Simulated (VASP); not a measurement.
# SnSe (Cmcm) in VASP: single point with LDA

Aim: the single point of SnSe with LDA.

Everything below comes from runs of VASP 6.6.1. Logs are shortened: lines on timing, memory, paths and dates and some standing lists are left out, and cuts for length are marked.

## Step 1: The cell of the first run

It takes space group Cmcm (No. 63, orthorhombic). The conventional cell has a = 4.310 Å, b = 11.705 Å, c = 4.318 Å, α = 90.00°, β = 90.00°, γ = 90.00°. Within 3.6 Å of Sn (site symmetry m2m) lie 5 Se at 2.76 to 3.06 Å and 2 Sn at 3.54 Å. Se (site symmetry m2m) has 5 Sn at 2.76 to 3.06 Å within 3.6 Å.

## Step 2: Single point, LDA

INCAR

```
SYSTEM = SnSe
PREC = Accurate
ENCUT = 520
EDIFF = 1E-6
ISMEAR = 0
SIGMA = 0.1
LREAL = .False.
LASPH = .True.
NELM = 100
ALGO = Normal
ISIF = 2
LWAVE = .False.
LCHARG = .False.
NBANDS = 28
```

KPOINTS

```
regular mesh
0
Gamma
  4 4 4
  0 0 0
```

POSCAR

```
SnSe
1.0
    2.1550000000     -5.8525000000      0.0000000000
    2.1550000000      5.8525000000      0.0000000000
    0.0000000000      0.0000000000      4.3180000000
Sn Se
2 2
Direct
    0.8800000000      0.1200000000      0.2500000000
    0.1200000000      0.8800000000      0.7500000000
    0.6440000000      0.3560000000      0.2500000000
    0.3560000000      0.6440000000      0.7500000000
```

Potentials or basis: VASP PAW LDA potentials, release 64 (Sn_d, Se).

Run with:

```console
$ cat potpaw_LDA.64/Sn_d/POTCAR potpaw_LDA.64/Se/POTCAR > POTCAR
$ mpirun -np 1 vasp_std > vasp.out
```

OUTCAR:

```text
SYSTEM = SnSe
   PREC = Accurate
   ENCUT = 520
   EDIFF = 1E-6
   ISMEAR = 0
   LREAL = .False.
   LASPH = .True.
   NELM = 100
   ISIF = 2

 ion  position               nearest neighbor table
   1  0.880  0.120  0.250-   3 2.76   4 3.06   4 3.06   4 3.06   4 3.06   2 3.54   2 3.54
   2  0.120  0.880  0.750-   4 2.76   3 3.06   3 3.06   3 3.06   3 3.06   1 3.54   1 3.54
   3  0.644  0.356  0.250-   1 2.76   2 3.06   2 3.06   2 3.06   2 3.06
   4  0.356  0.644  0.750-   2 2.76   1 3.06   1 3.06   1 3.06   1 3.06

  LATTYP: Found a base centered orthorhombic cell.
 ALAT       =     4.3100000000
 B/A-ratio  =     2.7157772622
 C/A-ratio  =     1.0018561485

  Lattice vectors:

 A1 = (   2.1550000000,  -5.8525000000,   0.0000000000)
 A2 = (   2.1550000000,   5.8525000000,   0.0000000000)
 A3 = (   0.0000000000,   0.0000000000,   4.3180000000)

Analysis of symmetry for initial positions (statically):
=====================================================================
 Subroutine PRICEL returns:
 Original cell was already a primitive cell.

 Routine SETGRP: Setting up the symmetry group for a
 base centered orthorhombic supercell.

 Subroutine GETGRP returns: Found  8 space group operations
 (whereof  4 operations were pure point group operations)
 out of a pool of  8 trial point group operations.

The static configuration has the point symmetry C_2h.
 The point group associated with its full space group is D_2h.

Analysis of symmetry for dynamics (positions and initial velocities):
=====================================================================
 Subroutine PRICEL returns:
 Original cell was already a primitive cell.

 Routine SETGRP: Setting up the symmetry group for a
 base centered orthorhombic supercell.

 Subroutine GETGRP returns: Found  8 space group operations
 (whereof  4 operations were pure point group operations)
 out of a pool of  8 trial point group operations.

The dynamic configuration has the point symmetry C_2h.
 The point group associated with its full space group is D_2h.

 Subroutine INISYM returns: Found  8 space group operations
 (whereof  4 operations are pure point group operations),
 and found     1 'primitive' translations

----------------------------------------------------------------------------------------

                                     Primitive cell

  volume of cell :     108.9184

  direct lattice vectors                    reciprocal lattice vectors
     2.155000000 -5.852500000  0.000000000     0.232018561 -0.085433575  0.000000000
     2.155000000  5.852500000  0.000000000     0.232018561  0.085433575  0.000000000
     0.000000000  0.000000000  4.318000000     0.000000000  0.000000000  0.231588698

  length of vectors
     6.236648238  6.236648238  4.318000000     0.247247869  0.247247869  0.231588698

  position of ions in fractional coordinates (direct lattice)
     0.880000000  0.120000000  0.250000000
     0.120000000  0.880000000  0.750000000
     0.644000000  0.356000000  0.250000000
     0.356000000  0.644000000  0.750000000

  ion indices of the primitive-cell ions
   primitive index   ion index
                 1           1
                 2           2
                 3           3
                 4           4

----------------------------------------------------------------------------------------

 KPOINTS: regular mesh

Automatic generation of k-mesh.
 Grid dimensions read from file:
 generate k-points for:    4    4    4

 Generating k-lattice:

  Cartesian coordinates                     Fractional coordinates (reciprocal lattice)
     0.058004640 -0.021358394  0.000000000     0.250000000  0.000000000  0.000000000
     0.058004640  0.021358394  0.000000000     0.000000000  0.250000000  0.000000000
     0.000000000  0.000000000  0.057897175     0.000000000  0.000000000  0.250000000

  Length of vectors
     0.061811967  0.061811967  0.057897175

  Shift w.r.t. Gamma in fractional coordinates (k-lattice)
     0.000000000  0.000000000  0.000000000

 Subroutine IBZKPT returns following result:
 ===========================================

 Found     21 irreducible k-points:

 Following reciprocal coordinates:
            Coordinates               Weight
  0.000000  0.000000  0.000000      1.000000
  0.250000 -0.000000  0.000000      4.000000
  0.500000 -0.000000  0.000000      2.000000
  0.250000  0.250000  0.000000      2.000000
  0.500000  0.250000  0.000000      4.000000
 -0.250000  0.250000  0.000000      2.000000
[... 13 lines left out ...]
 -0.250000  0.250000  0.500000      2.000000
  0.500000  0.500000  0.500000      1.000000
   k-points           NKPTS =     21   k-points in BZ     NKDIM =     21   number of bands    NBANDS=     28
   number of dos      NEDOS =    301   number of ions     NIONS =      4
   total plane-waves  NPLWV =  73728
   dimension x,y,z NGX =    48 NGY =   48 NGZ =   32
   dimension x,y,z NGXF=    96 NGYF=   96 NGZF=   64
   ions per type =               2   2
   NGX,Y,Z   is equivalent  to a cutoff of  12.80, 12.80, 12.32 a.u.
   NGXF,Y,Z  is equivalent  to a cutoff of  25.59, 25.59, 24.64 a.u.
 SYSTEM =  SnSe
   PREC   = accura    normal or accurate (medium, high low for compatibility)
   ISTART =      0    job   : 0-new  1-cont  2-samecut
   ICHARG =      2    charge: 1-file 2-atom 10-const
   ISPIN  =      1    spin polarized calculation?
   LNONCOLLINEAR =      F non collinear calculations
   LSORBIT =      F    spin-orbit coupling
   LASPH  =      T    aspherical Exc in radial PAW
   ENCUT  =  520.0 eV  38.22 Ry    6.18 a.u.  11.60 11.60  8.03*2*pi/ulx,y,z
   NELM   =    100;   NELMIN=  2; NELMDL= -5     # of ELM steps
   EDIFF  = 0.1E-05   stopping-criterion for ELM
   LREAL  =      F    real-space projection
   EDIFFG = 0.1E-04   stopping-criterion for IOM
   NSW    =      0    number of steps for IOM
   IBRION =     -1    ionic relax: 0-MD 1-quasi-New 2-CG
   NFREE  =      0    steps in history (QN), initial steepest desc. (CG)
   ISIF   =      2    stress and relaxation
   ISYM   =      2    0-nonsym 1-usesym 2-fastsym
   POTIM  = 0.5000    time-step for ionic-motion
   TEBEG  =    0.0;   TEEND  =   0.0 temperature during run
   PSTRESS=    0.0 pullay stress
   NELECT =      40.0000    total number of electrons
   NUPDOWN=      -1.0000    fix difference up-down
   EMIN   =  10.00;   EMAX   =-10.00  energy-range for DOS
   EFERMI =   0.00;   METHOD = LEGACY
   ISMEAR =     0;   SIGMA  =   0.10  broadening in eV -4-tet -1-fermi 0-gaus
   EFERMI_NEDOS =   21; number of points for ismear=-14 and -15
   IALGO  =     38    algorithm
   IMIX   =      4    mixing-type and parameters
     AMIX     =   0.40;   BMIX     =  1.00
     AMIX_MAG =   1.60;   BMIX_MAG =  1.00
  volume/ion in A,a.u.               =      27.23       183.75
  Fermi-wavevector in a.u.,A,eV,Ry     =   1.172360  2.215439 18.700233  1.374428
  Thomas-Fermi vector in A             =   2.308790
   LORBIT       =      0    0 simple, 1 ext, 2 COOP (PROOUT), +10 PAW based schemes
   GGA     = CA    functional components
   LHFCALC =     F    Hartree Fock is set to
   AEXX    =    0.0000 exact exchange contribution
   IVDW    =     0    specifies the selected vdW correction
   LEPSILON=     F    determine dielectric tensor
   LRPA    =     F    only Hartree local field effects (RPA)
 non-spin polarized calculation
 Gauss-broadening in eV      SIGMA  =   0.10
  energy-cutoff  :      520.00
  volume of cell :      108.92
 maximum number of plane-waves:      2968
 NGX is ok and might be reduce to    48
   NGX = 23   NGY = 23   NGZ = 17

 number of electron      40.0000006 magnetization

 Free energy of the ion-electron system (eV)
  ---------------------------------------------------
  ext. energy  EPLUGINS =         0.00000000
  ---------------------------------------------------
  free energy    TOTEN  =       -18.86608260 eV

  energy without entropy =      -18.86608227  energy(sigma->0) =      -18.86608243

 E-fermi :   5.0329     XC(G=0):  -9.9204

 val. band max:        4.7284328987   @ k =   0.0000   0.0000   0.5000
 cond. band min:       5.3263852452   @ k =   0.5000   0.5000   0.0000
 fundamental gap:      0.5979523464
 Fermi energy:         5.0329273105

 k-point     1 :       0.0000    0.0000    0.0000
  band No.  band energies     occupation
      1     -16.2358      2.00000
      2     -16.2355      2.00000
      3     -16.2260      2.00000
      4     -16.2219      2.00000
      5     -16.2212      2.00000
      6     -16.2068      2.00000
[... 20 lines left out ...]
     27      10.3001      0.00000
     28      11.4362      0.00000

 k-point     2 :       0.2500   -0.0000    0.0000
  band No.  band energies     occupation
      1     -16.2324      2.00000
      2     -16.2310      2.00000
      3     -16.2307      2.00000
      4     -16.2242      2.00000
      5     -16.2182      2.00000
      6     -16.1994      2.00000
[... 20 lines left out ...]
     27      10.9664      0.00000
     28      11.9416      0.00000

 k-point     3 :       0.5000   -0.0000    0.0000
  band No.  band energies     occupation
      1     -16.2345      2.00000
      2     -16.2288      2.00000
      3     -16.2271      2.00000
      4     -16.2264      2.00000
      5     -16.2154      2.00000
      6     -16.1965      2.00000
[... 20 lines left out ...]
     27      12.7311      0.00000
     28      13.6031      0.00000

 k-point     4 :       0.2500    0.2500    0.0000
  band No.  band energies     occupation
      1     -16.2353      2.00000
      2     -16.2288      2.00000
      3     -16.2264      2.00000
      4     -16.2256      2.00000
      5     -16.2162      2.00000
      6     -16.1966      2.00000
[... 20 lines left out ...]
     27      12.3513      0.00000
     28      12.9125      0.00000

 k-point     5 :       0.5000    0.2500    0.0000
  band No.  band energies     occupation
      1     -16.2331      2.00000
      2     -16.2324      2.00000
      3     -16.2294      2.00000
      4     -16.2221      2.00000
      5     -16.2144      2.00000
      6     -16.1996      2.00000
[... 20 lines left out ...]
     27      10.4173      0.00000
     28      12.6207      0.00000

 k-point     6 :      -0.2500    0.2500    0.0000
  band No.  band energies     occupation
      1     -16.2379      2.00000
      2     -16.2333      2.00000
      3     -16.2282      2.00000
      4     -16.2191      2.00000
      5     -16.2179      2.00000
      6     -16.2042      2.00000
[... 370 lines left out ...]
      5     -16.2033      2.00000
      6     -16.2033      2.00000
[... 20 lines left out ...]
     27      11.3495      0.00000
     28      11.3495      0.00000

 k-point    19 :       0.5000    0.2500    0.5000
  band No.  band energies     occupation
      1     -16.2379      2.00000
      2     -16.2379      2.00000
      3     -16.2237      2.00000
      4     -16.2237      2.00000
      5     -16.2057      2.00000
      6     -16.2057      2.00000
[... 20 lines left out ...]
     27      11.0641      0.00000
     28      11.0641      0.00000

 k-point    20 :      -0.2500    0.2500    0.5000
  band No.  band energies     occupation
      1     -16.2313      2.00000
      2     -16.2313      2.00000
      3     -16.2293      2.00000
      4     -16.2293      2.00000
      5     -16.2053      2.00000
      6     -16.2053      2.00000
[... 20 lines left out ...]
     27      13.4910      0.00000
     28      13.4911      0.00000

 k-point    21 :       0.5000    0.5000    0.5000
  band No.  band energies     occupation
      1     -16.2300      2.00000
      2     -16.2300      2.00000
      3     -16.2293      2.00000
      4     -16.2293      2.00000
      5     -16.2079      2.00000
      6     -16.2079      2.00000
[... 20 lines left out ...]
     27      12.5293      0.00000
     28      12.5293      0.00000

------------------------ aborting loop because EDIFF is reached ----------------------------------------

  FORCE on cell =-STRESS in cart. coord.  units (eV):
  Direction    XX          YY          ZZ          XY          YZ          ZX
  --------------------------------------------------------------------------------------
  -------------------------------------------------------------------------------------
  Total       -3.5247274     -2.6628320     -3.4769158      0.0000000      0.0000000      0.0000000
  in kB      -51.8483321    -39.1699502    -51.1450289      0.0000000      0.0000000      0.0000000
  external PRESSURE =     -47.3877704 kB  Pullay stress =       0.0000000 kB

 VOLUME and BASIS-vectors are now :
 -----------------------------------------------------------------------------
  energy-cutoff  :      520.00
  volume of cell :      108.92
      direct lattice vectors                 reciprocal lattice vectors
     2.155000000 -5.852500000  0.000000000     0.232018561 -0.085433575  0.000000000
     2.155000000  5.852500000  0.000000000     0.232018561  0.085433575  0.000000000
     0.000000000  0.000000000  4.318000000     0.000000000  0.000000000  0.231588698

 POSITION                                       TOTAL-FORCE (eV/Angst)
 -----------------------------------------------------------------------------------
      2.15500     -4.44790      1.07950         0.000000      0.407354      0.000000
      2.15500      4.44790      3.23850         0.000000     -0.407354     -0.000000
      2.15500     -1.68552      1.07950         0.000000     -0.147102     -0.000000
      2.15500      1.68552      3.23850         0.000000      0.147102     -0.000000
 -----------------------------------------------------------------------------------
    total drift:                               -0.000000     -0.000000      0.000000

  FREE ENERGIE OF THE ION-ELECTRON SYSTEM (eV)
  ---------------------------------------------------
  free  energy   TOTEN  =       -18.8660825951 eV

  energy  without entropy=      -18.8660822689  energy(sigma->0) =      -18.86608243
```

Run time: 34 s. Hardware: 1 thread of AMD EPYC 9R45 (Zen 5), shared host; peak memory 0.2 GiB.

What came out:

| Property | Result |
| --- | --- |
| Free energy | -18.8661 eV |
| Pressure | -4.7 GPa |
| Largest force | 0.407 eV/Å |
| Band gap on the k mesh | 0.60 eV, indirect (least direct gap 0.83 eV) |

Forces in eV/Å, atoms in the order of the input:
```
Sn   0.000  0.407  0.000
Sn   0.000 -0.407  0.000
Se   0.000 -0.147  0.000
Se   0.000  0.147  0.000
```

Levels at points of the mesh, in eV from the valence-band top:
| k point | band 18 | band 19 | band 20 | band 21 | band 22 | band 23 |
| --- | --- | --- | --- | --- | --- | --- |
| (0.00, 0.00, 0.00) | -1.88 | -1.18 | -0.25 | 3.96 | 4.04 | 4.10 |
| (0.50, 0.00, 0.00) | -1.14 | -0.23 | -0.12 | 1.35 | 1.48 | 1.59 |
| (0.50, 0.50, 0.00) | -1.46 | -1.20 | -0.24 | 0.60 | 3.51 | 4.14 |
| (0.00, 0.00, 0.50) | -1.24 | 0.00 | 0.00 | 1.15 | 1.15 | 1.80 |
| (0.50, 0.00, 0.50) | -3.36 | -1.24 | -1.24 | 2.69 | 2.69 | 5.00 |
| (0.50, 0.50, 0.50) | -1.08 | -0.74 | -0.74 | 1.71 | 1.71 | 2.42 |

Caveat: spin-orbit coupling is left out, which moves the levels of the heavy elements. A k mesh can miss the band edges.
